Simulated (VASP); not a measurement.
# SiC in VASP: notebook, part 2 of 2

VASP 6.6.1. The steps go on from the part before.

## 5. Single point, PBE (volume scaled by 0.94, then relaxed in part)

Input file INCAR:

```
ALGO = Normal
EDIFF = 1E-6
ENCUT = 520
GGA = PE
ISIF = 2
ISMEAR = 0
LASPH = True
LCHARG = False
LREAL = False
LWAVE = False
NBANDS = 16
NELM = 80
PREC = Accurate
SIGMA = 0.02
```

Input file KPOINTS:

```
k-points
0
Gamma
  12 12 6
```

Input file POSCAR:

```
SiC
1.0
    3.0293049764      0.0000000000      0.0000000000
   -1.5146524882      2.6234550654      0.0000000000
    0.0000000000      0.0000000000      4.9688629762
Si C
2 2
Direct
    0.6666666667      0.3333333333      0.5045608247
    0.3333333333      0.6666666667      0.0045608247
    0.6666666667      0.3333333333      0.8804391653
    0.3333333333      0.6666666667      0.3804391653
```

Potentials or basis: VASP PAW PBE potentials, release 64 (Si, C).

Launch:

```sh
cat potpaw_PBE.64/Si/POTCAR potpaw_PBE.64/C/POTCAR > POTCAR
mpirun -np 1 vasp_std > vasp.out
```

OUTCAR:

```text
EDIFF = 1E-6
   ENCUT = 520
   GGA = PE
   ISIF = 2
   ISMEAR = 0
   LASPH = True
   LREAL = False
   NELM = 80
   PREC = Accurate

 ion  position               nearest neighbor table
   1  0.667  0.333  0.505-   4 1.85   4 1.85   4 1.85   3 1.87   2 3.04   2 3.04   2 3.04   2 3.04
                             2 3.04   2 3.04
   2  0.333  0.667  0.005-   3 1.85   3 1.85   3 1.85   4 1.87   1 3.04   1 3.04   1 3.04   1 3.04
                             1 3.04   1 3.04
   3  0.667  0.333  0.880-   2 1.85   2 1.85   2 1.85   1 1.87
   4  0.333  0.667  0.380-   1 1.85   1 1.85   1 1.85   2 1.87

  LATTYP: Found a hexagonal cell.
 ALAT       =     3.0293049764
 C/A-ratio  =     1.6402650162

  Lattice vectors:

 A1 = (   3.0293049764,   0.0000000000,   0.0000000000)
 A2 = (  -1.5146524882,   2.6234550654,   0.0000000000)
 A3 = (   0.0000000000,   0.0000000000,   4.9688629762)

Analysis of symmetry for initial positions (statically):
=====================================================================
 Subroutine PRICEL returns:
 Original cell was already a primitive cell.

 Routine SETGRP: Setting up the symmetry group for a
 hexagonal supercell.

 Subroutine GETGRP returns: Found 12 space group operations
 (whereof  6 operations were pure point group operations)
 out of a pool of 24 trial point group operations.

The static configuration has the point symmetry C_3v.
 The point group associated with its full space group is C_6v.

Analysis of symmetry for dynamics (positions and initial velocities):
=====================================================================
 Subroutine PRICEL returns:
 Original cell was already a primitive cell.

 Routine SETGRP: Setting up the symmetry group for a
 hexagonal supercell.

 Subroutine GETGRP returns: Found 12 space group operations
 (whereof  6 operations were pure point group operations)
[... 121 lines left out ...]
   EFERMI =   0.00;   METHOD = LEGACY
   ISMEAR =     0;   SIGMA  =   0.02  broadening in eV -4-tet -1-fermi 0-gaus
   EFERMI_NEDOS =   21; number of points for ismear=-14 and -15
   IALGO  =     38    algorithm
   IMIX   =      4    mixing-type and parameters
     AMIX     =   0.40;   BMIX     =  1.00
     AMIX_MAG =   1.60;   BMIX_MAG =  1.00
  volume/ion in A,a.u.               =       9.87        66.62
  Fermi-wavevector in a.u.,A,eV,Ry     =   1.211408  2.289228 19.966662  1.467508
  Thomas-Fermi vector in A             =   2.346924
   LORBIT       =      0    0 simple, 1 ext, 2 COOP (PROOUT), +10 PAW based schemes
   GGA     = PE    functional components
   LHFCALC =     F    Hartree Fock is set to
   AEXX    =    0.0000 exact exchange contribution
   IVDW    =     0    specifies the selected vdW correction
   LEPSILON=     F    determine dielectric tensor
   LRPA    =     F    only Hartree local field effects (RPA)
 non-spin polarized calculation
 Gauss-broadening in eV      SIGMA  =   0.02
  energy-cutoff  :      520.00
  volume of cell :       39.49
 maximum number of plane-waves:      1099
 NGX is ok and might be reduce to    24
   NGX = 11   NGY = 11   NGZ = 19

 number of electron      15.9999998 magnetization

 Free energy of the ion-electron system (eV)
  ---------------------------------------------------
  ext. energy  EPLUGINS =         0.00000000
  ---------------------------------------------------
  free energy    TOTEN  =       -29.99885572 eV

  energy without entropy =      -29.99885572  energy(sigma->0) =      -29.99885572

 E-fermi :   8.8853     XC(G=0): -11.5539

 val. band max:        8.7935646513   @ k =   0.0000   0.0000   0.0000
 cond. band min:      10.9877407491   @ k =   0.3333   0.3333   0.0000
 fundamental gap:      2.1941760977
 Fermi energy:         8.8852715287

 k-point     1 :       0.0000    0.0000    0.0000
  band No.  band energies     occupation
      1      -7.1499      2.00000
      2      -3.4028      2.00000
      3      -0.1717      2.00000
      4       7.4531      2.00000
      5       7.4531      2.00000
      6       8.6856      2.00000
[... 433 lines left out ...]
      3       1.3311      2.00000
      4       2.9648      2.00000
      5       3.9465      2.00000
      6       5.8641      2.00000
[... 8 lines left out ...]
     15      20.5619      0.00000
     16      21.2443      0.00000

 [... further k-points ...]
[... 5 lines left out ...]
  --------------------------------------------------------------------------------------
  -------------------------------------------------------------------------------------
  Total        3.6615482      3.6615482      3.6467462      0.0000000      0.0000000      0.0000000
  in kB      148.5599312    148.5599312    147.9593700      0.0000000      0.0000000      0.0000000
  external PRESSURE =     148.3597441 kB  Pullay stress =       0.0000000 kB

 VOLUME and BASIS-vectors are now :
 -----------------------------------------------------------------------------
  energy-cutoff  :      520.00
  volume of cell :       39.49
      direct lattice vectors                 reciprocal lattice vectors
     3.029304976  0.000000000  0.000000000     0.330108724  0.190588361  0.000000000
    -1.514652488  2.623455065  0.000000000     0.000000000  0.381176721  0.000000000
     0.000000000  0.000000000  4.968862976     0.000000000  0.000000000  0.201253286

 POSITION                                       TOTAL-FORCE (eV/Angst)
 -----------------------------------------------------------------------------------
      1.51465      0.87449      2.50709         0.000000     -0.000000      0.008610
     -0.00000      1.74897      0.02266        -0.000000      0.000000      0.008610
      1.51465      0.87449      4.37478        -0.000000      0.000000     -0.008610
     -0.00000      1.74897      1.89035         0.000000     -0.000000     -0.008610
 -----------------------------------------------------------------------------------
    total drift:                               -0.000000      0.000000     -0.000108

  FREE ENERGIE OF THE ION-ELECTRON SYSTEM (eV)
  ---------------------------------------------------
  free  energy   TOTEN  =       -29.9988557189 eV

  energy  without entropy=      -29.9988557189  energy(sigma->0) =      -29.99885572
```

Wall time 22 s (1 thread of Intel Xeon Platinum 8488C (Sapphire Rapids), shared host); peak memory 0.17 GiB.

What came out:

- Free energy: -29.9989 eV
- Pressure: 14.8 GPa
- Largest force: 0.009 eV/Å
- Band gap on the k mesh: 2.19 eV, indirect (least direct gap 4.06 eV)

Forces in eV/Å, atoms in the order of the input:
```
Si   0.000  0.000  0.009
Si   0.000  0.000  0.009
C    0.000  0.000 -0.009
C    0.000  0.000 -0.009
```

Levels at points of the mesh, in eV from the valence-band top:
```
           k point  band 4  band 5  band 6  band 7  band 8  band 9  band 10  band 11  band 12  band 13
(0.00, 0.00, 0.00)   -1.34   -1.34   -0.11    0.00    0.00    5.19     6.71     6.94     6.94     8.15
(0.50, 0.00, 0.00)   -6.40   -5.59   -3.42   -3.42   -1.21    2.85     4.27     7.24     7.31    10.51
(0.00, 0.00, 0.50)   -4.52   -0.72   -0.72   -0.72   -0.72    6.29     6.29     7.60     7.60     7.60
(0.50, 0.00, 0.50)   -8.48   -2.51   -2.51   -2.37   -2.37    3.38     3.38     5.46     5.46    10.71
```

 A k mesh can miss the band edges.

## 6. Single point, PBE (volume scaled by 0.97, then relaxed in part)

Input file INCAR:

```
  PREC = Accurate
  ENCUT = 520
  EDIFF = 1E-7
  ISMEAR = 0
  SIGMA = 0.02
  LREAL = F
  LASPH = T
  NELM = 100
  ALGO = Normal
  ISIF = 2
  LWAVE = F
  LCHARG = F
  GGA = PE
  NBANDS = 16
```

Input file KPOINTS:

```
regular mesh
0
Gamma
  12 12 6
```

Input file POSCAR:

```
SiC
1.0
    3.0609359075      0.0000000000      0.0000000000
   -1.5304679537      2.6508482552      0.0000000000
    0.0000000000      0.0000000000      5.0220198587
Si C
2 2
Direct
    0.6666666667      0.3333333333      0.5045633660
    0.3333333333      0.6666666667      0.0045633660
    0.6666666667      0.3333333333      0.8804366240
    0.3333333333      0.6666666667      0.3804366240
```

Potentials or basis: VASP PAW PBE potentials, release 64 (Si, C).

Launch:

```sh
cat potpaw_PBE.64/Si/POTCAR potpaw_PBE.64/C/POTCAR > POTCAR
mpirun -np 1 vasp_std > vasp.out
```

OUTCAR:

```text
PREC = Accurate
   ENCUT = 520
   EDIFF = 1E-7
   ISMEAR = 0
   LREAL = F
   LASPH = T
   NELM = 100
   ISIF = 2
   GGA = PE

 ion  position               nearest neighbor table
   1  0.667  0.333  0.505-   4 1.87   4 1.87   4 1.87   3 1.89   2 3.07   2 3.07   2 3.07   2 3.07
                             2 3.07   2 3.07
   2  0.333  0.667  0.005-   3 1.87   3 1.87   3 1.87   4 1.89   1 3.07   1 3.07   1 3.07   1 3.07
                             1 3.07   1 3.07
   3  0.667  0.333  0.880-   2 1.87   2 1.87   2 1.87   1 1.89
   4  0.333  0.667  0.380-   1 1.87   1 1.87   1 1.87   2 1.89

  LATTYP: Found a hexagonal cell.
 ALAT       =     3.0609359075
 C/A-ratio  =     1.6406811545

  Lattice vectors:

 A1 = (   3.0609359075,   0.0000000000,   0.0000000000)
 A2 = (  -1.5304679537,   2.6508482552,   0.0000000000)
 A3 = (   0.0000000000,   0.0000000000,   5.0220198587)

Analysis of symmetry for initial positions (statically):
=====================================================================
 Subroutine PRICEL returns:
 Original cell was already a primitive cell.

[... 172 lines left out ...]
  free energy    TOTEN  =       -30.08375600 eV

  energy without entropy =      -30.08375600  energy(sigma->0) =      -30.08375600

 E-fermi :   8.5640     XC(G=0): -11.4157

 val. band max:        8.4295477310   @ k =   0.0000   0.0000   0.0000
 cond. band min:      10.6807907953   @ k =   0.3333   0.3333   0.0000
 fundamental gap:      2.2512430643
 Fermi energy:         8.5639900736

 k-point     1 :       0.0000    0.0000    0.0000
  band No.  band energies     occupation
      1      -7.2589      2.00000
      2      -3.6341      2.00000
      3      -0.3520      2.00000
      4       7.1045      2.00000
      5       7.1045      2.00000
      6       8.3211      2.00000
[... 433 lines left out ...]
      3       1.0602      2.00000
      4       2.7298      2.00000
      5       3.6302      2.00000
      6       5.5547      2.00000
[... 8 lines left out ...]
     15      19.8865      0.00000
     16      20.6152      0.00000

 [... further k-points ...]
[... 5 lines left out ...]
  --------------------------------------------------------------------------------------
  -------------------------------------------------------------------------------------
  Total        1.7443033      1.7443033      1.7395176      0.0000000     -0.0000000      0.0000000
  in kB       68.5827737     68.5827737     68.3946087      0.0000000     -0.0000000      0.0000000
  external PRESSURE =      68.5200520 kB  Pullay stress =       0.0000000 kB

 VOLUME and BASIS-vectors are now :
 -----------------------------------------------------------------------------
  energy-cutoff  :      520.00
  volume of cell :       40.75
      direct lattice vectors                 reciprocal lattice vectors
     3.060935908  0.000000000  0.000000000     0.326697465  0.188618869  0.000000000
    -1.530467954  2.650848255  0.000000000     0.000000000  0.377237738  0.000000000
     0.000000000  0.000000000  5.022019859     0.000000000  0.000000000  0.199123068

 POSITION                                       TOTAL-FORCE (eV/Angst)
 -----------------------------------------------------------------------------------
      1.53047      0.88362      2.53393        -0.000000      0.000000      0.005979
     -0.00000      1.76723      0.02292         0.000000     -0.000000      0.005979
      1.53047      0.88362      4.42157        -0.000000     -0.000000     -0.005979
     -0.00000      1.76723      1.91056         0.000000      0.000000     -0.005979
 -----------------------------------------------------------------------------------
    total drift:                               -0.000000      0.000000     -0.000090

  FREE ENERGIE OF THE ION-ELECTRON SYSTEM (eV)
  ---------------------------------------------------
  free  energy   TOTEN  =       -30.0837559971 eV

  energy  without entropy=      -30.0837559971  energy(sigma->0) =      -30.08375600
```

OSZICAR:

```text
N       E                     dE             d eps       ncg     rms          rms(c)
DAV:   1     0.258633245320E+02    0.25863E+02   -0.72825E+03  2432   0.903E+02
DAV:   2    -0.313541982187E+02   -0.57218E+02   -0.52225E+02  3448   0.158E+02
DAV:   3    -0.338769669733E+02   -0.25228E+01   -0.25125E+01  3192   0.305E+01
DAV:   4    -0.338950956508E+02   -0.18129E-01   -0.18125E-01  2968   0.320E+00
DAV:   5    -0.338952668041E+02   -0.17115E-03   -0.17115E-03  3136   0.293E-01    0.127E+01
DAV:   6    -0.301815665139E+02    0.37137E+01   -0.66013E+00  3064   0.158E+01    0.576E+00
DAV:   7    -0.301020856853E+02    0.79481E-01   -0.11607E+00  3432   0.629E+00    0.252E+00
DAV:   8    -0.300850807095E+02    0.17005E-01   -0.48995E-02  2808   0.141E+00    0.639E-01
DAV:   9    -0.300834233473E+02    0.16574E-02   -0.77423E-03  3152   0.598E-01    0.122E-01
DAV:  10    -0.300837282829E+02   -0.30494E-03   -0.10002E-03  3008   0.184E-01    0.570E-02
DAV:  11    -0.300837544313E+02   -0.26148E-04   -0.90225E-05  2832   0.681E-02    0.136E-02
DAV:  12    -0.300837554887E+02   -0.10575E-05   -0.62634E-06  3080   0.158E-02    0.398E-03
DAV:  13    -0.300837559948E+02   -0.50609E-06   -0.47815E-07  3064   0.450E-03    0.260E-03
DAV:  14    -0.300837559971E+02   -0.22985E-08   -0.24404E-08  1720   0.107E-03
   1 F= -.30083756E+02 E0= -.30083756E+02  d E =-.620166E-24
```

stdout:

```text
POSCAR found type information on POSCAR SiC
 POSCAR found :  2 types and       4 ions
 scaLAPACK will be used
 LDA part: xc-table for (Slater+PW92), standard interpolation
 POSCAR, INCAR and KPOINTS ok, starting setup
 FFT: planning ... GRIDC
 FFT: planning ... GRID_SOFT
 FFT: planning ... GRID
 WAVECAR not read
 entering main loop
```

Wall time 23 s (1 thread of Intel Xeon Platinum 8488C (Sapphire Rapids), shared host); peak memory 0.17 GiB.

What came out:

```yaml
Free_energy: -30.0838 eV
Pressure: 6.9 GPa
Largest_force: 0.006 eV/Å
Band_gap_on_the_k_mesh: 2.25 eV, indirect (least direct gap 4.00 eV)
```

Forces in eV/Å, atoms in the order of the input:
```
Si   0.000  0.000  0.006
Si   0.000  0.000  0.006
C    0.000  0.000 -0.006
C    0.000  0.000 -0.006
```

Levels at points of the mesh, in eV from the valence-band top:
```csv
k point,band 6,band 7,band 8,band 9,band 10,band 11
"(0.00, 0.00, 0.00)",-0.11,0.00,0.00,4.93,6.37,6.75
"(0.50, 0.00, 0.00)",-3.35,-3.33,-1.20,2.80,4.24,7.00
"(0.00, 0.00, 0.50)",-0.72,-0.72,-0.72,6.02,6.02,7.43
"(0.50, 0.00, 0.50)",-2.46,-2.34,-2.34,3.32,3.32,5.32
```

 A k mesh can miss the band edges.

## 7. Summary

```tsv
cell	k mesh	smearing	gap on the mesh (eV)	pressure (GPa)	largest force (eV/Å)
a = 3.091, b = 3.091, c = 5.073 Å, angles 90.0, 90.0, 120.0°, 4 atoms	6 × 6 × 4	gaussian 0.1 eV	2.30	0.1	-
a = 2.964, b = 2.964, c = 4.858 Å, angles 90.0, 90.0, 120.0°, 4 atoms	12 × 12 × 6	gaussian 0.02 eV	2.07	34.8	0.01
a = 2.997, b = 2.997, c = 4.914 Å, angles 90.0, 90.0, 120.0°, 4 atoms	12 × 12 × 6	gaussian 0.02 eV	2.13	24.1	-
a = 3.029, b = 3.029, c = 4.969 Å, angles 90.0, 90.0, 120.0°, 4 atoms	12 × 12 × 6	gaussian 0.02 eV	2.19	14.8	0.01
a = 3.061, b = 3.061, c = 5.022 Å, angles 90.0, 90.0, 120.0°, 4 atoms	12 × 12 × 6	gaussian 0.02 eV	2.25	6.9	0.01
```

Alike in all rows: task single point; level PBE; potentials or basis VASP PAW PBE potentials, release 64 (Si, C); no spin polarisation; cutoff (eV) 520.

Absolute energies hang on the potentials; compare differences alone.
